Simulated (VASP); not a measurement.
# Os (I4/mmm) in VASP: further runs

The runs below take Os through single point, with r2SCAN.

All numbers are computed with VASP 6.6.1; they aren't measurements. Logs are shortened: lines on timing, memory, paths and dates and some standing lists are left out, and cuts for length are marked.

## (1) The cell of the first run

It takes space group I4/mmm (No. 139, tetragonal). Conventional cell: a = 2.709 Å, b = 2.709 Å, c = 4.007 Å, α = 90.00°, β = 90.00°, γ = 90.00°. Within 3.6 Å of Os (site symmetry 4/mmm) lie 12 Os at 2.71 to 2.77 Å.

## (2) Single point, r2SCAN (strain -0.015 along x and y, +0.030 along z)

POSCAR reads:

```
Os
1.0
    0.0000000000      1.9158250000      2.0033500000
    1.9158250000      0.0000000000      2.0033500000
    1.9158250000      1.9158250000      0.0000000000
Os
1
Direct
    0.0000000000      0.0000000000      0.0000000000
```

INCAR.step1 reads:

```
ALGO = Normal
EDIFF = 1E-4
ENCUT = 520
GGA = PE
ISMEAR = 0
LASPH = T
LCHARG = F
LREAL = F
LWAVE = T
NBANDS = 10
NELM = 60
PREC = Accurate
SIGMA = 0.15
```

INCAR.step2 reads:

```
ALGO = Normal
EDIFF = 1E-7
ENCUT = 520
ISIF = 2
ISMEAR = 0
ISTART = 1
LASPH = T
LCHARG = T
LELF = T
LMIXTAU = T
LREAL = F
LVHAR = T
LWAVE = F
METAGGA = R2SCAN
NBANDS = 10
NELM = 60
PREC = Accurate
SIGMA = 0.15
```

KPOINTS reads:

```
k-points
0
Gamma
  20 20 20
```

Potentials or basis: VASP PAW PBE potentials, release 64 (Os).

On the command line:

```sh
$ cat potpaw_PBE.64/Os/POTCAR > POTCAR
$ cp INCAR.step1 INCAR
$ mpirun -np 1 vasp_std > vasp.out
$ cp INCAR.step2 INCAR
$ mpirun -np 1 vasp_std > vasp.out
```

OUTCAR:

```text
EDIFF = 1E-7
   ENCUT = 520
   ISIF = 2
   ISMEAR = 0
   ISTART = 1
   LASPH = T
   LREAL = F
   METAGGA = R2SCAN
   NELM = 60
   PREC = Accurate

 ion  position               nearest neighbor table
   1  0.000  0.000  0.000-

  LATTYP: Found a body centered tetragonal cell.
 ALAT       =     2.7093856981
 C/A-ratio  =     1.4788223038

  Lattice vectors:

 A1 = (  -1.9158250000,   0.0000000000,   2.0033500000)
 A2 = (   1.9158250000,   0.0000000000,   2.0033500000)
 A3 = (   0.0000000000,   1.9158250000,  -2.0033500000)

Analysis of symmetry for initial positions (statically):
=====================================================================
 Subroutine PRICEL returns:
 Original cell was already a primitive cell.

 Routine SETGRP: Setting up the symmetry group for a
 body centered tetragonal supercell.

 Subroutine GETGRP returns: Found 16 space group operations
 (whereof 16 operations were pure point group operations)
 out of a pool of 16 trial point group operations.

The static configuration has the point symmetry D_4h.

Analysis of symmetry for dynamics (positions and initial velocities):
=====================================================================
 Subroutine PRICEL returns:
 Original cell was already a primitive cell.

 Routine SETGRP: Setting up the symmetry group for a
 body centered tetragonal supercell.

 Subroutine GETGRP returns: Found 16 space group operations
 (whereof 16 operations were pure point group operations)
 out of a pool of 16 trial point group operations.

The dynamic configuration has the point symmetry D_4h.

 Subroutine INISYM returns: Found 16 space group operations
 (whereof 16 operations are pure point group operations),
 and found     1 'primitive' translations

----------------------------------------------------------------------------------------

                                     Primitive cell

  volume of cell :      14.7061

  direct lattice vectors                    reciprocal lattice vectors
     0.000000000  1.915825000  2.003350000    -0.260984171  0.260984171  0.249581950
     1.915825000  0.000000000  2.003350000     0.260984171 -0.260984171  0.249581950
     1.915825000  1.915825000  0.000000000     0.260984171  0.260984171 -0.249581950

  length of vectors
     2.771966207  2.771966207  2.709385698     0.445552045  0.445552045  0.445552045

  position of ions in fractional coordinates (direct lattice)
     0.000000000  0.000000000  0.000000000

  ion indices of the primitive-cell ions
   primitive index   ion index
                 1           1

----------------------------------------------------------------------------------------

 KPOINTS: k-points

Automatic generation of k-mesh.
 Grid dimensions read from file:
 generate k-points for:   20   20   20

 Generating k-lattice:

  Cartesian coordinates                     Fractional coordinates (reciprocal lattice)
    -0.013049209  0.013049209  0.012479098     0.050000000  0.000000000  0.000000000
     0.013049209 -0.013049209  0.012479098     0.000000000  0.050000000  0.000000000
     0.013049209  0.013049209 -0.012479098    -0.000000000 -0.000000000  0.050000000

  Length of vectors
     0.022277602  0.022277602  0.022277602

  Shift w.r.t. Gamma in fractional coordinates (k-lattice)
     0.000000000  0.000000000  0.000000000

 Subroutine IBZKPT returns following result:
 ===========================================

 Found    641 irreducible k-points:

 Following reciprocal coordinates:
            Coordinates               Weight
  0.000000  0.000000  0.000000      1.000000
  0.050000 -0.000000  0.000000      8.000000
  0.100000  0.000000  0.000000      8.000000
  0.150000  0.000000  0.000000      8.000000
  0.200000  0.000000  0.000000      8.000000
  0.250000  0.000000  0.000000      8.000000
[... 16 lines left out ...]
 -0.400000  0.050000  0.000000      8.000000
 -0.350000  0.050000  0.000000      8.000000
 [... further k-points ...]
   k-points           NKPTS =    641   k-points in BZ     NKDIM =    641   number of bands    NBANDS=     10
   number of dos      NEDOS =    301   number of ions     NIONS =      1
   total plane-waves  NPLWV =  11520
   dimension x,y,z NGX =    24 NGY =   24 NGZ =   20
   dimension x,y,z NGXF=    48 NGYF=   48 NGZF=   40
   ions per type =               1
   NGX,Y,Z   is equivalent  to a cutoff of  14.39, 14.39, 12.27 a.u.
   NGXF,Y,Z  is equivalent  to a cutoff of  28.79, 28.79, 24.54 a.u.
 SYSTEM =  unknown system
   PREC   = accura    normal or accurate (medium, high low for compatibility)
   ISTART =      1    job   : 0-new  1-cont  2-samecut
   ICHARG =      0    charge: 1-file 2-atom 10-const
   ISPIN  =      1    spin polarized calculation?
   LNONCOLLINEAR =      F non collinear calculations
   LSORBIT =      F    spin-orbit coupling
   LASPH  =      T    aspherical Exc in radial PAW
   ENCUT  =  520.0 eV  38.22 Ry    6.18 a.u.   5.15  5.15  5.04*2*pi/ulx,y,z
[... 55 lines left out ...]
 Fermi energy:         8.4274328097

 k-point     1 :       0.0000    0.0000    0.0000
  band No.  band energies     occupation
      1      -2.4502      2.00000
      2       5.0727      2.00000
      3       5.7453      2.00000
      4       5.7453      2.00000
      5       7.9703      1.99998
      6       8.8320      0.00014
      7      23.4007      0.00000
      8      28.2543      0.00000
      9      29.7344      0.00000
     10      29.7344      0.00000

 k-point     2 :       0.0500   -0.0000    0.0000
  band No.  band energies     occupation
      1      -2.3335      2.00000
      2       5.0895      2.00000
      3       5.7088      2.00000
      4       5.7981      2.00000
      5       7.9433      1.99999
      6       8.7850      0.00075
      7      23.6149      0.00000
      8      28.1563      0.00000
      9      29.3797      0.00000
     10      29.9411      0.00000

 k-point     3 :       0.1000    0.0000    0.0000
  band No.  band energies     occupation
      1      -1.9928      2.00000
      2       5.0792      2.00000
      3       5.6642      2.00000
      4       5.9430      2.00000
      5       7.8900      2.00000
      6       8.6662      0.02436
      7      24.2132      0.00000
      8      27.2644      0.00000
      9      29.5497      0.00000
     10      30.5455      0.00000

 k-point     4 :       0.1500    0.0000    0.0000
  band No.  band energies     occupation
      1      -1.4601      2.00000
      2       4.9527      2.00000
      3       5.7022      2.00000
      4       6.1331      2.00000
      5       7.8931      2.00000
      6       8.5437      0.27299
      7      24.9946      0.00000
      8      26.0280      0.00000
      9      30.3929      0.00000
     10      31.5018      0.00000

 k-point     5 :       0.2000    0.0000    0.0000
  band No.  band energies     occupation
      1      -0.8001      2.00000
      2       4.8071      2.00000
      3       5.7288      2.00000
      4       6.2789      2.00000
      5       8.0687      1.99928
      6       8.5302      0.33272
      7      24.4525      0.00000
      8      26.0864      0.00000
      9      31.5788      0.00000
     10      32.7290      0.00000

 k-point     6 :       0.2500    0.0000    0.0000
  band No.  band energies     occupation
      1      -0.1266      2.00000
      2       4.8213      2.00000
      3       5.6500      2.00000
      4       6.2884      2.00000
      5       8.4758      0.64847
      6       8.7309      0.00422
      7      23.1804      0.00000
      8      26.3208      0.00000
      9      32.9067      0.00000
     10      33.7993      0.00000
[... 183 lines left out ...]
 k-point    21 :       0.5000    0.0500    0.0000
  band No.  band energies     occupation
      1       0.9157      2.00000
      2       4.9265      2.00000
      3       5.7709      2.00000
      4       7.8084      2.00000
      5      10.5960      0.00000
      6      11.2287      0.00000
      7      17.2592      0.00000
      8      23.0906      0.00000
      9      28.9275      0.00000
     10      29.6097      0.00000

 k-point    22 :      -0.4500    0.0500    0.0000
  band No.  band energies     occupation
      1       0.9186      2.00000
      2       4.9628      2.00000
      3       5.7648      2.00000
      4       7.6864      2.00000
      5      10.4272      0.00000
      6      11.3305      0.00000
      7      17.4070      0.00000
      8      23.1480      0.00000
      9      28.7207      0.00000
     10      29.9748      0.00000

 k-point    23 :      -0.4000    0.0500    0.0000
  band No.  band energies     occupation
      1       0.9174      2.00000
      2       5.0667      2.00000
      3       5.8355      2.00000
      4       6.9717      2.00000
      5      10.0392      0.00000
      6      11.0325      0.00000
      7      18.4480      0.00000
      8      23.5384      0.00000
      9      29.1414      0.00000
     10      30.8937      0.00000

 k-point    24 :      -0.3500    0.0500    0.0000
  band No.  band energies     occupation
      1       0.8608      2.00000
      2       5.2147      2.00000
      3       5.9739      2.00000
      4       6.0467      2.00000
      5       9.5116      0.00000
      6      10.4746      0.00000
      7      19.9048      0.00000
      8      24.2893      0.00000
      9      30.0936      0.00000
     10      32.2944      0.00000

 [... further k-points ...]
[... 5 lines left out ...]
  --------------------------------------------------------------------------------------
  -------------------------------------------------------------------------------------
  Total       -1.0108221     -1.0108221     -2.3123887      0.0000000      0.0000000      0.0000000
  in kB     -110.1252222   -110.1252222   -251.9259635      0.0000000      0.0000000      0.0000000
  external PRESSURE =    -157.3921360 kB  Pullay stress =       0.0000000 kB

 VOLUME and BASIS-vectors are now :
 -----------------------------------------------------------------------------
  energy-cutoff  :      520.00
  volume of cell :       14.71
      direct lattice vectors                 reciprocal lattice vectors
     0.000000000  1.915825000  2.003350000    -0.260984171  0.260984171  0.249581950
     1.915825000  0.000000000  2.003350000     0.260984171 -0.260984171  0.249581950
     1.915825000  1.915825000  0.000000000     0.260984171  0.260984171 -0.249581950

 POSITION                                       TOTAL-FORCE (eV/Angst)
 -----------------------------------------------------------------------------------
      0.00000      0.00000      0.00000         0.000000     -0.000000      0.000000
 -----------------------------------------------------------------------------------
    total drift:                                0.000000      0.000000     -0.000000

  FREE ENERGIE OF THE ION-ELECTRON SYSTEM (eV)
  ---------------------------------------------------
  free  energy   TOTEN  =       -52.8053377192 eV

  energy  without entropy=      -52.7951768024  energy(sigma->0) =      -52.80025726
```

Wall time 1.8 min (1 thread of Intel Xeon 6975P-C (Granite Rapids), shared host); peak memory 0.22 GiB.

Results:

| Property | Result |
| --- | --- |
| Free energy | -52.8053 eV |
| Pressure | -15.7 GPa |
| Band gap on the k mesh | zero (band 4 reaches 11.04 eV, above the bottom of band 5 at 6.84 eV) |

Caveat: the cell differs from its parent crystal (strain -0.015 along x and y, +0.030 along z); the PAW data sets were made with another functional, which shifts forces and pressure a little; spin-orbit coupling is left out, which moves the levels of the heavy elements.

## (3) Single point, r2SCAN (strain +0.015 along x and y, -0.030 along z)

POSCAR reads:

```
Os
1.0
    0.0000000000      1.9741750000      1.8866500000
    1.9741750000      0.0000000000      1.8866500000
    1.9741750000      1.9741750000      0.0000000000
Os
1
Direct
    0.0000000000      0.0000000000      0.0000000000
```

INCAR.step1 reads:

```
SYSTEM = Os
PREC = Accurate
ENCUT = 520
ISMEAR = 0
SIGMA = 0.15
LREAL = .False.
LASPH = .True.
NELM = 60
NBANDS = 10
GGA = PE
ALGO = Normal
EDIFF = 1E-4
LWAVE = .True.
LCHARG = .False.
```

INCAR.step2 reads:

```
SYSTEM = Os
PREC = Accurate
ENCUT = 520
EDIFF = 1E-6
ISMEAR = 0
SIGMA = 0.15
LREAL = .False.
LASPH = .True.
NELM = 60
ALGO = Normal
ISIF = 2
LWAVE = .False.
LCHARG = .True.
METAGGA = R2SCAN
LMIXTAU = .True.
LELF = .True.
LVHAR = .True.
NBANDS = 10
ISTART = 1
```

KPOINTS reads:

```
Automatic mesh
0
Gamma
  20 20 20
  0 0 0
```

Potentials or basis: VASP PAW PBE potentials, release 64 (Os).

On the command line:

```sh
$ cat potpaw_PBE.64/Os/POTCAR > POTCAR
$ cp INCAR.step1 INCAR
$ mpirun -np 1 vasp_std > vasp.out
$ cp INCAR.step2 INCAR
$ mpirun -np 1 vasp_std > vasp.out
```

It took 1.9 min on 1 thread of Intel Xeon 6975P-C (Granite Rapids), shared host; peak memory 0.22 GiB.

Results (log left out):

```yaml
Free_energy: -52.8043 eV
Pressure: -15.7 GPa
Band_gap_on_the_k_mesh: zero (band 4 reaches 11.39 eV, above the bottom of band 5 at 7.02 eV)
```

Stress tensor (GPa, compression positive):
```
-20.60   0.00   0.00
  0.00 -20.60   0.00
  0.00   0.00  -6.00
```

Levels at points of the mesh, in eV from the Fermi level:
```tsv
k point	band 2	band 3	band 4	band 5	band 6	band 7
(0.00, 0.00, 0.00)	-3.11	-3.11	-2.47	-0.43	0.38	14.98
(0.50, 0.00, 0.00)	-3.42	-2.72	-0.24	2.13	2.51	8.84
(0.50, 0.50, 0.00)	-6.76	2.23	2.97	3.01	3.01	11.98
(0.50, 0.00, 0.50)	-6.69	1.96	2.23	2.68	3.26	11.71
```

Caveat: the cell differs from its parent crystal (strain +0.015 along x and y, -0.030 along z); the PAW data sets were made with another functional, which shifts forces and pressure a little; spin-orbit coupling is left out, which moves the levels of the heavy elements.

## (4) Single point, r2SCAN (strain +0.000 along x and y, +0.015 along z)

POSCAR reads:

```
Os
1.0
    0.0000000000      1.9450000000      1.9741750000
    1.9450000000      0.0000000000      1.9741750000
    1.9450000000      1.9450000000      0.0000000000
Os
1
Direct
    0.0000000000      0.0000000000      0.0000000000
```

INCAR.step1 is that of step 3.

INCAR.step2, as its differences from that of step 3:

```diff
@@ -12,7 +12,5 @@
 LWAVE = .False.
-LCHARG = .True.
+LCHARG = .False.
 METAGGA = R2SCAN
 LMIXTAU = .True.
-LELF = .True.
-LVHAR = .True.
 NBANDS = 10
```

KPOINTS is that of step 3.

On the command line:

```sh
$ cat potpaw_PBE.64/Os/POTCAR > POTCAR
$ cp INCAR.step1 INCAR
$ mpirun -np 1 vasp_std > vasp.out
$ cp INCAR.step2 INCAR
$ mpirun -np 1 vasp_std > vasp.out
```

Wall time 88 s (1 thread of Intel Xeon 6975P-C (Granite Rapids), shared host); peak memory 0.22 GiB.

Results (log left out):

```
Free energy            : -52.7949 eV
Pressure               : -21.2 GPa
Band gap on the k mesh : zero (band 4 reaches 10.56 eV, above the bottom of band 5 at 6.75 eV)
```

Stress tensor (GPa, compression positive):
```
-19.90   0.00   0.00
  0.00 -19.90   0.00
  0.00   0.00 -23.88
```

Levels at points of the mesh, in eV from the Fermi level:
```tsv
k point	band 2	band 3	band 4	band 5	band 6	band 7
(0.00, 0.00, 0.00)	-3.00	-2.78	-2.78	-0.15	0.12	14.95
(0.50, 0.00, 0.00)	-3.12	-2.90	-0.24	2.21	2.32	8.62
(0.50, 0.50, 0.00)	-6.58	2.03	2.21	2.90	2.90	11.58
(0.50, 0.00, 0.50)	-6.58	2.18	2.35	2.82	3.01	11.99
```

Caveat: the cell differs from its parent crystal (strain +0.000 along x and y, +0.015 along z); the PAW data sets were made with another functional, which shifts forces and pressure a little; spin-orbit coupling is left out, which moves the levels of the heavy elements.

## (5) Single point, r2SCAN (strain +0.015 along x and y, -0.015 along z)

POSCAR reads:

```
Os
1.0
    0.0000000000      1.9741750000      1.9158250000
    1.9741750000      0.0000000000      1.9158250000
    1.9741750000      1.9741750000      0.0000000000
Os
1
Direct
    0.0000000000      0.0000000000      0.0000000000
```

INCAR.step1 reads:

```
PREC = Accurate
ENCUT = 520
ISMEAR = 0
SIGMA = 0.15
LREAL = F
LASPH = T
NELM = 80
NBANDS = 10
GGA = PE
ALGO = Normal
EDIFF = 1E-4
LWAVE = T
LCHARG = F
```

INCAR.step2 reads:

```
PREC = Accurate
ENCUT = 520
EDIFF = 1E-6
ISMEAR = 0
SIGMA = 0.15
LREAL = F
LASPH = T
NELM = 80
ALGO = Normal
ISIF = 2
LWAVE = F
LCHARG = T
METAGGA = R2SCAN
LMIXTAU = T
LELF = T
LVHAR = T
NBANDS = 10
ISTART = 1
```

KPOINTS reads:

```
Automatic mesh
0
Gamma
  20 20 20
```

On the command line:

```sh
$ cat potpaw_PBE.64/Os/POTCAR > POTCAR
$ cp INCAR.step1 INCAR
$ mpirun -np 1 vasp_std > vasp.out
$ cp INCAR.step2 INCAR
$ mpirun -np 1 vasp_std > vasp.out
```

It took 1.9 min on 1 thread of Intel Xeon 6975P-C (Granite Rapids), shared host; peak memory 0.22 GiB.

The run converged. Its results:

| Item | Value |
| --- | --- |
| Free energy | -52.7893 eV |
| Pressure | -21.0 GPa |
| Band gap on the k mesh | zero (band 4 reaches 10.89 eV, above the bottom of band 5 at 6.71 eV) |

Stress tensor (GPa, compression positive):
```
-23.99   0.00   0.00
  0.00 -23.99   0.00
  0.00   0.00 -15.15
```

Levels at points of the mesh, in eV from the Fermi level:
| k point | band 1 | band 2 | band 3 | band 4 | band 5 | band 6 | band 7 | band 8 |
| --- | --- | --- | --- | --- | --- | --- | --- | --- |
| (0.00, 0.00, 0.00) | -10.73 | -2.99 | -2.99 | -2.56 | -0.29 | 0.25 | 14.96 | 20.38 |
| (0.50, 0.00, 0.00) | -7.47 | -3.23 | -2.78 | -0.24 | 2.14 | 2.38 | 8.63 | 14.50 |
| (0.50, 0.50, 0.00) | -7.24 | -6.60 | 2.17 | 2.69 | 2.93 | 2.93 | 12.06 | 12.06 |
| (0.50, 0.00, 0.50) | -7.28 | -6.57 | 2.04 | 2.19 | 2.71 | 3.09 | 11.59 | 12.45 |

Caveat: the cell differs from its parent crystal (strain +0.015 along x and y, -0.015 along z); the PAW data sets were made with another functional, which shifts forces and pressure a little; spin-orbit coupling is left out, which moves the levels of the heavy elements.

## (6) Overview

```tsv
cell	gap on the mesh (eV)	pressure (GPa)
a = 2.772, b = 2.772, c = 2.709 Å, angles 60.7, 60.7, 58.5°, 1 atom	none	-15.7
a = 2.731, b = 2.731, c = 2.792 Å, angles 59.3, 59.3, 61.5°, 1 atom	none	-15.7
a = 2.771, b = 2.771, c = 2.751 Å, angles 60.2, 60.2, 59.5°, 1 atom	none	-21.2
a = 2.751, b = 2.751, c = 2.792 Å, angles 59.5, 59.5, 61.0°, 1 atom	none	-21.0
```

Alike in all rows: task single point; level r2SCAN; potentials or basis VASP PAW PBE potentials, release 64 (Os); no spin polarisation; k mesh 20 × 20 × 20; cutoff (eV) 520; smearing gaussian 0.15 eV.

Caveats: the PAW data sets were made with another functional, which shifts forces and pressure a little; spin-orbit coupling is left out, which moves the levels of the heavy elements.

Absolute energies hang on the potentials; compare differences alone.
